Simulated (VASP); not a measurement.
# InO2 (fluorite type) (Fm-3m) in VASP: single point with PBE

Aim: the single point of InO2 (fluorite type) with PBE.

Program: VASP 6.6.1. These are calculated values, not measurements. Logs are shortened: lines on timing, memory, paths and dates and some standing lists are left out, and cuts for length are marked.

## Step 1: The cell of the first run

Symmetry: Fm-3m, No. 225, cubic system. Conventional cell: a = 5.299 Å, b = 5.299 Å, c = 5.299 Å, α = 90.00°, β = 90.00°, γ = 90.00°. Within 3.0 Å of In (site symmetry m-3m) lie 8 O at 2.29 Å. Within 3.0 Å of O (site symmetry -43m) lie 4 In at 2.29 Å and 6 O at 2.65 Å.

## Step 2: Single point, PBE

Input file INCAR:

```
PREC     = Accurate       # precision mode
ENCUT    = 520            # plane-wave cutoff, eV
EDIFF    = 1E-6           # SCF threshold, eV
ISMEAR   = -1             # smearing method
SIGMA    = 0.06122561905347299 # smearing width, eV
LREAL    = False          # projectors in reciprocal space
LASPH    = True           # aspherical terms in the spheres
NELM     = 60             # most SCF steps
ALGO     = Normal         # electronic algorithm
ISIF     = 2              # what is computed and relaxed
LWAVE    = False          # write WAVECAR
LCHARG   = False          # write CHGCAR
GGA      = PE             # functional
NBANDS   = 20             # bands
```

Input file KPOINTS:

```
Automatic mesh
0
Gamma
  36 36 36
```

Input file POSCAR:

```
InO2
1.0
    0.0000000000      2.6495476141      2.6495476141
    2.6495476141      0.0000000000      2.6495476141
    2.6495476141      2.6495476141      0.0000000000
In O
1 2
Direct
    0.0000000000      0.0000000000      0.0000000000
    0.2500000000      0.2500000000      0.2500000000
    0.7500000000      0.7500000000      0.7500000000
```

Potentials or basis: VASP PAW PBE potentials, release 64 (In_d, O).

Run with:

```
cat potpaw_PBE.64/In_d/POTCAR potpaw_PBE.64/O/POTCAR > POTCAR
mpirun -np 1 vasp_std > vasp.out
```

OUTCAR:

```text
PREC = Accurate
   ENCUT = 520
   EDIFF = 1E-6
   ISMEAR = -1
   LREAL = False
   LASPH = True
   NELM = 60
   ISIF = 2
   GGA = PE

 ion  position               nearest neighbor table
   1  0.000  0.000  0.000-   2 2.29   3 2.29   3 2.29   3 2.29   3 2.29   2 2.29   2 2.29   2 2.29

   2  0.250  0.250  0.250-   1 2.29   1 2.29   1 2.29   1 2.29
   3  0.750  0.750  0.750-   1 2.29   1 2.29   1 2.29   1 2.29

  LATTYP: Found a face centered cubic cell.
 ALAT       =     5.2990952282

  Lattice vectors:

 A1 = (   0.0000000000,   2.6495476141,   2.6495476141)
 A2 = (   2.6495476141,   0.0000000000,   2.6495476141)
 A3 = (   2.6495476141,   2.6495476141,   0.0000000000)

Analysis of symmetry for initial positions (statically):
=====================================================================
 Subroutine PRICEL returns:
 Original cell was already a primitive cell.

 Routine SETGRP: Setting up the symmetry group for a
 face centered cubic supercell.

 Subroutine GETGRP returns: Found 48 space group operations
 (whereof 48 operations were pure point group operations)
 out of a pool of 48 trial point group operations.

The static configuration has the point symmetry O_h .

Analysis of symmetry for dynamics (positions and initial velocities):
=====================================================================
 Subroutine PRICEL returns:
 Original cell was already a primitive cell.

 Routine SETGRP: Setting up the symmetry group for a
 face centered cubic supercell.

 Subroutine GETGRP returns: Found 48 space group operations
 (whereof 48 operations were pure point group operations)
 out of a pool of 48 trial point group operations.

The dynamic configuration has the point symmetry O_h .

 Subroutine INISYM returns: Found 48 space group operations
 (whereof 48 operations are pure point group operations),
 and found     1 'primitive' translations

----------------------------------------------------------------------------------------

                                     Primitive cell

  volume of cell :      37.2002

  direct lattice vectors                    reciprocal lattice vectors
     0.000000000  2.649547614  2.649547614    -0.188711461  0.188711461  0.188711461
     2.649547614  0.000000000  2.649547614     0.188711461 -0.188711461  0.188711461
     2.649547614  2.649547614  0.000000000     0.188711461  0.188711461 -0.188711461

  length of vectors
     3.747026170  3.747026170  3.747026170     0.326857838  0.326857838  0.326857838

  position of ions in fractional coordinates (direct lattice)
     0.000000000  0.000000000  0.000000000
     0.250000000  0.250000000  0.250000000
     0.750000000  0.750000000  0.750000000

  ion indices of the primitive-cell ions
   primitive index   ion index
                 1           1
                 2           2
                 3           3

----------------------------------------------------------------------------------------

 KPOINTS: Automatic mesh

Automatic generation of k-mesh.
 Grid dimensions read from file:
 generate k-points for:   36   36   36

 Generating k-lattice:

  Cartesian coordinates                     Fractional coordinates (reciprocal lattice)
    -0.005241985  0.005241985  0.005241985     0.027777778  0.000000000  0.000000000
     0.005241985 -0.005241985  0.005241985     0.000000000  0.027777778  0.000000000
     0.005241985  0.005241985 -0.005241985     0.000000000  0.000000000  0.027777778

  Length of vectors
     0.009079384  0.009079384  0.009079384

  Shift w.r.t. Gamma in fractional coordinates (k-lattice)
     0.000000000  0.000000000  0.000000000

 Subroutine IBZKPT returns following result:
 ===========================================

 Found   1240 irreducible k-points:

 Following reciprocal coordinates:
            Coordinates               Weight
  0.000000  0.000000  0.000000      1.000000
  0.027778  0.000000  0.000000      8.000000
  0.055556  0.000000  0.000000      8.000000
  0.083333  0.000000  0.000000      8.000000
  0.111111  0.000000  0.000000      8.000000
  0.138889  0.000000  0.000000      8.000000
[... 16 lines left out ...]
  0.111111  0.027778  0.000000     24.000000
  0.138889  0.027778  0.000000     24.000000
 [... further k-points ...]
   k-points           NKPTS =   1240   k-points in BZ     NKDIM =   1240   number of bands    NBANDS=     20
   number of dos      NEDOS =    301   number of ions     NIONS =      3
   total plane-waves  NPLWV =  21952
   dimension x,y,z NGX =    28 NGY =   28 NGZ =   28
   dimension x,y,z NGXF=    56 NGYF=   56 NGZF=   56
   ions per type =               1   2
   NGX,Y,Z   is equivalent  to a cutoff of  12.42, 12.42, 12.42 a.u.
   NGXF,Y,Z  is equivalent  to a cutoff of  24.85, 24.85, 24.85 a.u.
 SYSTEM =  unknown system
   PREC   = accura    normal or accurate (medium, high low for compatibility)
   ISTART =      0    job   : 0-new  1-cont  2-samecut
   ICHARG =      2    charge: 1-file 2-atom 10-const
   ISPIN  =      1    spin polarized calculation?
   LNONCOLLINEAR =      F non collinear calculations
   LSORBIT =      F    spin-orbit coupling
   LASPH  =      T    aspherical Exc in radial PAW
   ENCUT  =  520.0 eV  38.22 Ry    6.18 a.u.   6.97  6.97  6.97*2*pi/ulx,y,z
   NELM   =     60;   NELMIN=  2; NELMDL= -5     # of ELM steps
   EDIFF  = 0.1E-05   stopping-criterion for ELM
   LREAL  =      F    real-space projection
   EDIFFG = 0.1E-04   stopping-criterion for IOM
   NSW    =      0    number of steps for IOM
   IBRION =     -1    ionic relax: 0-MD 1-quasi-New 2-CG
   NFREE  =      0    steps in history (QN), initial steepest desc. (CG)
   ISIF   =      2    stress and relaxation
   ISYM   =      2    0-nonsym 1-usesym 2-fastsym
   POTIM  = 0.5000    time-step for ionic-motion
   TEBEG  =    0.0;   TEEND  =   0.0 temperature during run
   PSTRESS=    0.0 pullay stress
   NELECT =      25.0000    total number of electrons
   NUPDOWN=      -1.0000    fix difference up-down
   EMIN   =  10.00;   EMAX   =-10.00  energy-range for DOS
   EFERMI =   0.00;   METHOD = LEGACY
   ISMEAR =    -1;   SIGMA  =   0.06  broadening in eV -4-tet -1-fermi 0-gaus
   EFERMI_NEDOS =   21; number of points for ismear=-14 and -15
   IALGO  =     38    algorithm
   IMIX   =      4    mixing-type and parameters
     AMIX     =   0.40;   BMIX     =  1.00
     AMIX_MAG =   1.60;   BMIX_MAG =  1.00
  volume/ion in A,a.u.               =      12.40        83.68
  Fermi-wavevector in a.u.,A,eV,Ry     =   1.433969  2.709809 27.977214  2.056267
  Thomas-Fermi vector in A             =   2.553429
   LORBIT       =      0    0 simple, 1 ext, 2 COOP (PROOUT), +10 PAW based schemes
   GGA     = PE    functional components
   LHFCALC =     F    Hartree Fock is set to
   AEXX    =    0.0000 exact exchange contribution
   IVDW    =     0    specifies the selected vdW correction
   LEPSILON=     F    determine dielectric tensor
   LRPA    =     F    only Hartree local field effects (RPA)
 non-spin polarized calculation
  energy-cutoff  :      520.00
  volume of cell :       37.20
 maximum number of plane-waves:      1019
   NGX = 13   NGY = 13   NGZ = 13

 number of electron      25.0000004 magnetization

 Free energy of the ion-electron system (eV)
  ---------------------------------------------------
  ext. energy  EPLUGINS =         0.00000000
  ---------------------------------------------------
  free energy    TOTEN  =       -15.13177097 eV

  energy without entropy =      -15.08315590  energy(sigma->0) =      -15.10746343

 E-fermi :   4.8508     XC(G=0): -11.0523

 val. band max:        4.8505295056   @ k =  -0.2500   0.2500   0.0278
 cond. band min:       4.8514527802   @ k =  -0.3611   0.4167   0.0833
 fundamental gap:      0.0009232746
 Fermi energy:         4.8507526177

 k-point     1 :       0.0000    0.0000    0.0000
  band No.  band energies     occupation
      1     -13.1599      2.00000
      2     -10.5164      2.00000
      3      -7.7559      2.00000
      4      -7.7559      2.00000
      5      -7.7559      2.00000
      6      -7.4225      2.00000
[... 12 lines left out ...]
     19      21.4546      0.00000
     20      21.4546      0.00000

 k-point     2 :       0.0278    0.0000    0.0000
  band No.  band energies     occupation
      1     -13.1543      2.00000
      2     -10.5275      2.00000
      3      -7.7547      2.00000
      4      -7.7547      2.00000
      5      -7.7440      2.00000
      6      -7.4226      2.00000
[... 12 lines left out ...]
     19      21.4503      0.00000
     20      21.4503      0.00000

 k-point     3 :       0.0556    0.0000    0.0000
  band No.  band energies     occupation
      1     -13.1376      2.00000
      2     -10.5599      2.00000
      3      -7.7512      2.00000
      4      -7.7512      2.00000
      5      -7.7091      2.00000
      6      -7.4231      2.00000
[... 12 lines left out ...]
     19      21.4376      0.00000
     20      21.4376      0.00000

 k-point     4 :       0.0833    0.0000    0.0000
  band No.  band energies     occupation
      1     -13.1099      2.00000
      2     -10.6115      2.00000
      3      -7.7455      2.00000
      4      -7.7455      2.00000
      5      -7.6542      2.00000
      6      -7.4237      2.00000
[... 12 lines left out ...]
     19      21.4179      0.00000
     20      21.4179      0.00000

 k-point     5 :       0.1111    0.0000    0.0000
  band No.  band energies     occupation
      1     -13.0721      2.00000
      2     -10.6784      2.00000
      3      -7.7379      2.00000
      4      -7.7379      2.00000
      5      -7.5832      2.00000
      6      -7.4244      2.00000
[... 12 lines left out ...]
     19      21.3926      0.00000
     20      21.3926      0.00000
[... 353 lines left out ...]
      6      -7.4245      2.00000
[... 12 lines left out ...]
     19      21.4138      0.00000
     20      21.4657      0.00000

 k-point    22 :       0.0833    0.0278    0.0000
  band No.  band energies     occupation
      1     -13.1154      2.00000
      2     -10.6016      2.00000
      3      -7.7465      2.00000
      4      -7.7452      2.00000
      5      -7.6661      2.00000
      6      -7.4258      2.00000
[... 12 lines left out ...]
     19      21.3870      0.00000
     20      21.4608      0.00000

 k-point    23 :       0.1111    0.0278    0.0000
  band No.  band energies     occupation
      1     -13.0810      2.00000
      2     -10.6631      2.00000
      3      -7.7398      2.00000
      4      -7.7379      2.00000
      5      -7.6006      2.00000
      6      -7.4272      2.00000
[... 12 lines left out ...]
     19      21.3595      0.00000
     20      21.4487      0.00000

 k-point    24 :       0.1389    0.0278    0.0000
  band No.  band energies     occupation
      1     -13.0367      2.00000
      2     -10.7376      2.00000
      3      -7.7313      2.00000
      4      -7.7290      2.00000
      5      -7.5223      2.00000
      6      -7.4285      2.00000
[... 12 lines left out ...]
     19      21.3430      0.00000
     20      21.4311      0.00000

 [... further k-points ...]

------------------------ aborting loop because EDIFF is reached ----------------------------------------

  FORCE on cell =-STRESS in cart. coord.  units (eV):
  Direction    XX          YY          ZZ          XY          YZ          ZX
  --------------------------------------------------------------------------------------
  -------------------------------------------------------------------------------------
  Total       -0.5986178     -0.5986178     -0.5986178      0.0000000      0.0000000      0.0000000
  in kB      -25.7819063    -25.7819063    -25.7819063      0.0000000      0.0000000      0.0000000
  external PRESSURE =     -25.7819063 kB  Pullay stress =       0.0000000 kB

 VOLUME and BASIS-vectors are now :
 -----------------------------------------------------------------------------
  energy-cutoff  :      520.00
  volume of cell :       37.20
      direct lattice vectors                 reciprocal lattice vectors
     0.000000000  2.649547614  2.649547614    -0.188711461  0.188711461  0.188711461
     2.649547614  0.000000000  2.649547614     0.188711461 -0.188711461  0.188711461
     2.649547614  2.649547614  0.000000000     0.188711461  0.188711461 -0.188711461

 POSITION                                       TOTAL-FORCE (eV/Angst)
 -----------------------------------------------------------------------------------
      0.00000      0.00000      0.00000         0.000000      0.000000      0.000000
      1.32477      1.32477      1.32477         0.000000      0.000000      0.000000
      3.97432      3.97432      3.97432        -0.000000     -0.000000     -0.000000
 -----------------------------------------------------------------------------------
    total drift:                                0.000000      0.000000      0.000000

  FREE ENERGIE OF THE ION-ELECTRON SYSTEM (eV)
  ---------------------------------------------------
  free  energy   TOTEN  =       -15.1317709651 eV

  energy  without entropy=      -15.0831558986  energy(sigma->0) =      -15.10746343
```

Run time: 25 min. Hardware: 1 thread of Intel Xeon 8259CL, shared host; peak memory 0.81 GiB.

Results:

```yaml
Free_energy: -15.1318 eV
Pressure: -2.6 GPa
Band_gap_on_the_k_mesh: zero (an odd number of electrons rules out a gap without spin polarisation)
```

Caveat: spin-orbit coupling is left out, which moves the levels of the heavy elements; an odd number of electrons without spin polarisation forces a metal; a magnetic or distorted state may lie lower.
